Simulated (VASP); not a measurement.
# TiB (F-43m) in VASP: elastic constants with LDA

Aim: the elastic constants of TiB with LDA.

All numbers are computed with VASP 6.6.1; they aren't measurements. Logs are shortened: lines on timing, memory, paths and dates and some standing lists are left out, and cuts for length are marked.

**1. The cell of the first run**

The structure is cubic, space group F-43m (No. 216). Conventional cell: a = 4.689 Å, b = 4.689 Å, c = 4.689 Å, α = 90.00°, β = 90.00°, γ = 90.00°. Ti (site symmetry -43m) has 4 B at 2.03 Å within 2.7 Å. Within 2.7 Å of B (site symmetry -43m) lie 4 Ti at 2.03 Å.

**2. Elastic constants, LDA**

INCAR

```
SYSTEM = TiB
ALGO     = Normal         ! electronic algorithm
EDIFF    = 1E-8           ! SCF threshold, eV
ENCUT    = 600            ! plane-wave cutoff, eV
GGA      = CA             ! functional
IBRION   = 6              ! ionic algorithm
ISIF     = 3              ! what is computed and relaxed
ISMEAR   = -1             ! smearing method
LASPH    = .True.         ! aspherical terms in the spheres
LCHARG   = .False.        ! write CHGCAR
LREAL    = .False.        ! projectors in reciprocal space
LWAVE    = .False.        ! write WAVECAR
NBANDS   = 14             ! bands
NELM     = 60             ! most SCF steps
NFREE    = 2            
NSW      = 1              ! ionic steps
POTIM    = 0.015          ! step
PREC     = Accurate       ! precision mode
SIGMA    = 0.15           ! smearing width, eV
```

KPOINTS

```
k-points
0
Gamma
  16 16 16
  0 0 0
```

POSCAR

```
TiB
1.0
    0.0000000000      2.3446963606      2.3446963606
    2.3446963606      0.0000000000      2.3446963606
    2.3446963606      2.3446963606      0.0000000000
Ti B
1 1
Direct
    0.7500000000      0.7500000000      0.7500000000
    0.0000000000      0.0000000000      0.0000000000
```

Potentials or basis: VASP PAW LDA potentials, release 64 (Ti_sv, B).

Launch:

```bash
cat potpaw_LDA.64/Ti_sv/POTCAR potpaw_LDA.64/B/POTCAR > POTCAR
mpirun -np 1 vasp_std > vasp.out
```

OUTCAR:

```text
SYSTEM = TiB
   EDIFF = 1E-8
   ENCUT = 600
   GGA = CA
   IBRION = 6
   ISIF = 3
   ISMEAR = -1
   LASPH = .True.
   LREAL = .False.
   NELM = 60
   NFREE = 2
   NSW = 1
   POTIM = 0.015
   PREC = Accurate

 ion  position               nearest neighbor table
   1  0.750  0.750  0.750-   2 2.03   2 2.03   2 2.03   2 2.03
   2  0.000  0.000  0.000-   1 2.03   1 2.03   1 2.03   1 2.03

  LATTYP: Found a face centered cubic cell.
 ALAT       =     4.6893927212

  Lattice vectors:

 A1 = (   0.0000000000,   2.3446963606,   2.3446963606)
 A2 = (   2.3446963606,   0.0000000000,   2.3446963606)
 A3 = (   2.3446963606,   2.3446963606,   0.0000000000)

Analysis of symmetry for initial positions (statically):
=====================================================================
 Subroutine PRICEL returns:
 Original cell was already a primitive cell.

 Routine SETGRP: Setting up the symmetry group for a
 face centered cubic supercell.

 Subroutine GETGRP returns: Found 24 space group operations
 (whereof 24 operations were pure point group operations)
 out of a pool of 48 trial point group operations.

The static configuration has the point symmetry T_d .

Analysis of symmetry for dynamics (positions and initial velocities):
=====================================================================
 Subroutine PRICEL returns:
 Original cell was already a primitive cell.

 Routine SETGRP: Setting up the symmetry group for a
 face centered cubic supercell.

 Subroutine GETGRP returns: Found 24 space group operations
 (whereof 24 operations were pure point group operations)
 out of a pool of 48 trial point group operations.

The dynamic configuration has the point symmetry T_d .

 Subroutine INISYM returns: Found 24 space group operations
 (whereof 24 operations are pure point group operations),
 and found     1 'primitive' translations

----------------------------------------------------------------------------------------

                                     Primitive cell

  volume of cell :      25.7804

  direct lattice vectors                    reciprocal lattice vectors
     0.000000000  2.344696361  2.344696361    -0.213247228  0.213247228  0.213247228
     2.344696361  0.000000000  2.344696361     0.213247228 -0.213247228  0.213247228
     2.344696361  2.344696361  0.000000000     0.213247228  0.213247228 -0.213247228

  length of vectors
     3.315901393  3.315901393  3.315901393     0.369355034  0.369355034  0.369355034

  position of ions in fractional coordinates (direct lattice)
     0.750000000  0.750000000  0.750000000
     0.000000000  0.000000000  0.000000000

  ion indices of the primitive-cell ions
   primitive index   ion index
                 1           1
                 2           2

----------------------------------------------------------------------------------------

 KPOINTS: k-points

Automatic generation of k-mesh.
 Grid dimensions read from file:
 generate k-points for:   16   16   16

 Generating k-lattice:

  Cartesian coordinates                     Fractional coordinates (reciprocal lattice)
    -0.013327952  0.013327952  0.013327952     0.062500000  0.000000000  0.000000000
     0.013327952 -0.013327952  0.013327952     0.000000000  0.062500000  0.000000000
     0.013327952  0.013327952 -0.013327952     0.000000000  0.000000000  0.062500000
[... 106 lines left out ...]

------------------------ aborting loop because EDIFF is reached ----------------------------------------

  FORCE on cell =-STRESS in cart. coord.  units (eV):
  Direction    XX          YY          ZZ          XY          YZ          ZX
  --------------------------------------------------------------------------------------
  -------------------------------------------------------------------------------------
  Total        2.4440619      2.4440619      2.4440619      0.0000000      0.0000000      0.0000000
  in kB      151.8913242    151.8913242    151.8913242      0.0000000      0.0000000      0.0000000
  external PRESSURE =     151.8913242 kB  Pullay stress =       0.0000000 kB
[... 89 lines left out ...]
  FREE ENERGIE OF THE ION-ELECTRON SYSTEM (eV)
  ---------------------------------------------------
  free  energy   TOTEN  =       -14.3210983999 eV

  energy  without entropy=      -14.2149486659  energy(sigma->0) =      -14.26802353

[... ionic steps 4 to 14 ...]

--------------------------------------- Ionic step       15  -------------------------------------------

 number of electron      15.0000000 magnetization

------------------------ aborting loop because EDIFF is reached ----------------------------------------
[... 67 lines left out ...]
--------------------------------------- Ionic step       17  -------------------------------------------

 number of electron      15.0000000 magnetization

 Free energy of the ion-electron system (eV)
  ---------------------------------------------------
  ext. energy  EPLUGINS =         0.00000000
  ---------------------------------------------------
  free energy    TOTEN  =       -14.35850418 eV

  energy without entropy =      -14.25021396  energy(sigma->0) =      -14.30435907

 E-fermi :   5.8723     XC(G=0): -11.4250

 val. band max:        5.8689944264   @ k =   0.4375   0.2500   0.0000
 cond. band min:       5.8789222081   @ k =   0.0000   0.3125   0.3125
 fundamental gap:      0.0099277817
 Fermi energy:         5.8723466150

 k-point     1 :       0.0000    0.0000    0.0000
  band No.  band energies     occupation
      1     -49.1700      2.00000
      2     -25.7631      2.00000
      3     -25.7630      2.00000
      4     -25.7628      2.00000
      5      -2.2340      2.00000
      6       4.5959      1.99960
      7       4.6168      1.99954
      8       4.6395      1.99946
      9       8.2931      0.00000
     10       8.2932      0.00000
     11      15.3035      0.00000
     12      15.5295      0.00000
     13      15.6416      0.00000
     14      15.6912      0.00000
[... 377 lines left out ...]
      1     -49.1672      2.00000
      2     -25.7862      2.00000
      3     -25.7706      2.00000
      4     -25.7651      2.00000
      5      -2.0292      2.00000
      6       4.4788      1.99982
      7       4.6891      1.99925
      8       4.7192      1.99908
      9       8.1660      0.00000
     10       8.2939      0.00000
     11      15.1259      0.00000
     12      15.2125      0.00000
     13      15.6094      0.00000
     14      15.7711      0.00000

 [... further k-points ...]
[... 5 lines left out ...]
  --------------------------------------------------------------------------------------
  -------------------------------------------------------------------------------------
  Total        2.4426878      2.4508785      2.4508785      0.0000000      0.2367678     -0.0000000
  in kB      151.8059247    152.3149524    152.3149524      0.0000000     14.7144263     -0.0000000
  external PRESSURE =     152.1452765 kB  Pullay stress =       0.0000000 kB
[... 17 lines left out ...]
  FREE ENERGIE OF THE ION-ELECTRON SYSTEM (eV)
  ---------------------------------------------------
  free  energy   TOTEN  =       -14.3585041841 eV

  energy  without entropy=      -14.2502139550  energy(sigma->0) =      -14.30435907

 INTERNAL STRAIN TENSORS FROM STRAINED CELLS
 ============================================

 INTERNAL STRAIN TENSOR FOR ION    1 for displacements in x,y,z  (eV/Angst):
          X           Y           Z          XY          YZ          ZX
  --------------------------------------------------------------------------------
  x    -0.00000     0.00000     0.00000     0.00000    15.76513    -0.00000
  y    -0.00000    -0.00000     0.00000     0.00000     0.00000    15.76542
  z    -0.00000    -0.00000     0.00000    15.76544     0.00000     0.00000

 INTERNAL STRAIN TENSORS FROM DISPLACED ATOMS
 ============================================

 INTERNAL STRAIN TENSOR FOR ION    1 for displacements in x,y,z  (eV/Angst):
          X           Y           Z          XY          YZ          ZX
  --------------------------------------------------------------------------------
  x     0.00000    -0.00000    -0.00000    -0.00000    15.76137     0.00000
  y    -0.00000     0.00000    -0.00000    -0.00000    -0.00000    15.76137
  z    -0.00000    -0.00000     0.00000    15.76137     0.00000    -0.00000

 INTERNAL STRAIN TENSOR FOR ION    2 for displacements in x,y,z  (eV/Angst):
          X           Y           Z          XY          YZ          ZX
  --------------------------------------------------------------------------------
  x    -0.00000     0.00000     0.00000     0.00000   -15.77063     0.00000
  y    -0.00000    -0.00000    -0.00000     0.00000     0.00000   -15.77063
  z     0.00000     0.00000    -0.00000   -15.77063     0.00000     0.00000

 Eigenvectors and eigenvalues of the dynamical matrix
 ----------------------------------------------------

   1 f  =   18.545304 THz   116.523585 2PiTHz  618.604771 cm-1    76.697182 meV
             X         Y         Z           dx          dy          dz
      3.517045  3.517045  3.517045    -0.429149    0.000000    0.000000
      0.000000  0.000000  0.000000     0.903234    0.000000    0.000000
[... 21 lines left out ...]
   6 f/i=    0.000798 THz     0.005012 2PiTHz    0.026608 cm-1     0.003299 meV
             X         Y         Z           dx          dy          dz
      3.517045  3.517045  3.517045     0.000000    0.000000    0.903234
      0.000000  0.000000  0.000000     0.000000    0.000000    0.429149

--------------------------------------------------------------------------------------------------------

 ELASTIC MODULI CONTR FROM IONIC RELAXATION (kBar)
 Direction    XX          YY          ZZ          XY          YZ          ZX
 --------------------------------------------------------------------------------
 XX          -0.0000     -0.0000     -0.0000      0.0000     -0.0000      0.0000
 YY          -0.0000     -0.0000     -0.0000      0.0000      0.0000     -0.0000
 ZZ          -0.0000     -0.0000     -0.0000     -0.0000      0.0000      0.0000
 XY           0.0000      0.0000     -0.0000  -1244.7423      0.0000      0.0000
 YZ          -0.0000      0.0000      0.0000      0.0000  -1244.7423     -0.0000
 ZX           0.0000     -0.0000      0.0000      0.0000     -0.0000  -1244.7423
 --------------------------------------------------------------------------------

 TOTAL ELASTIC MODULI (kBar)
 Direction    XX          YY          ZZ          XY          YZ          ZX
 --------------------------------------------------------------------------------
 XX        1027.1494   1716.4187   1716.4187      0.0000     -0.0000      0.0000
 YY        1716.4187   1027.1494   1716.4187      0.0000      0.0000     -0.0000
 ZZ        1716.4187   1716.4187   1027.1494      0.0000      0.0000      0.0000
 XY           0.0000      0.0000      0.0000   -180.5785      0.0000      0.0000
 YZ          -0.0000      0.0000      0.0000      0.0000   -180.5785     -0.0000
 ZX           0.0000     -0.0000      0.0000      0.0000     -0.0000   -180.5785
 --------------------------------------------------------------------------------
```

Run time: 32 min. Hardware: 1 thread of Intel Xeon 6975P-C (Granite Rapids), shared host; peak memory 0.85 GiB.

Results:

| Item | Value |
| --- | --- |
| Elastic constants C11, C12, C44 | 103, 172, -18 GPa |
| Voigt bulk modulus | 149 GPa |
| Highest phonon frequency at Γ | 619 cm⁻¹ |

Phonon frequencies in cm⁻¹ (negative: imaginary):
```
              q point        frequencies
(0.000, 0.000, 0.000)  0 0 0 619 619 619
```

Elastic tensor in Voigt notation (GPa, in the Cartesian axes of the cell as first typed):
```
103 172 172   0   0   0
172 103 172   0   0   0
172 172 103   0   0   0
  0   0   0 -18   0   0
  0   0   0   0 -18   0
  0   0   0   0   0 -18
```

Clamped-ion elastic tensor (GPa):
```
103 172 172   0   0   0
172 103 172   0   0   0
172 172 103   0   0   0
  0   0   0 106   0   0
  0   0   0   0 106   0
  0   0   0   0   0 106
```

Caveat: the cell is under stress, which shifts elastic constants; the elastic tensor has a negative eigenvalue, so either the cell is unstable as it stands or the mesh is too thin.
